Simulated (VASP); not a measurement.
## CdS: density of states with PBE

Crystal: CdS.

```
Cd S
1.0
     0.00000    2.75324    2.75324
     2.75324    0.00000    2.75324
     2.75324    2.75324    0.00000
Cd S
1 1
Direct
  0.00000 0.00000 0.00000
  0.50000 0.50000 0.50000
```

| Quantity | Value |
| --- | --- |
| Program | VASP 6.6.1 |
| Task | density of states |
| Functional | PBE |
| Potentials or basis | VASP PAW PBE potentials, release 64 (Cd, S) |
| Cutoff | 400 eV |
| k mesh | 4 × 4 × 4 |
| Occupations | gaussian, width 0.1 eV |
| Spin | no spin polarisation |
| Dipole correction | no |
| k mesh for the DOS | 6 × 6 × 6 |
| Occupations for the DOS | tetrahedron |
| Further INCAR settings | ALGO = Normal; EDIFF = 1e-06; NBANDS = 16 |

```
Valence electrons inside the program's atomic spheres : Cd 10.20; S 3.70
```

Levels at points of the mesh, in eV from the valence-band top:
```tsv
k point	band 5	band 6	band 7	band 8	band 9	band 10	band 11	band 12	band 13	band 14
(0.00, 0.00, 0.00)	-7.62	-7.62	-0.69	-0.69	-0.69	0.81	9.21	9.21	9.21	11.28
(0.50, 0.00, 0.00)	-7.43	-7.43	-4.77	0.00	0.00	3.51	5.90	5.90	6.64	12.19
(0.50, 0.50, 0.00)	-7.37	-6.72	-4.11	-2.06	-2.06	0.22	6.05	9.73	11.11	11.11
```

Wall time 16 s on 1 thread of Intel Xeon 6455B, on a shared host, peak memory 0.15 GiB.

Caveat: the k points lie up to 0.49 Å⁻¹ apart.
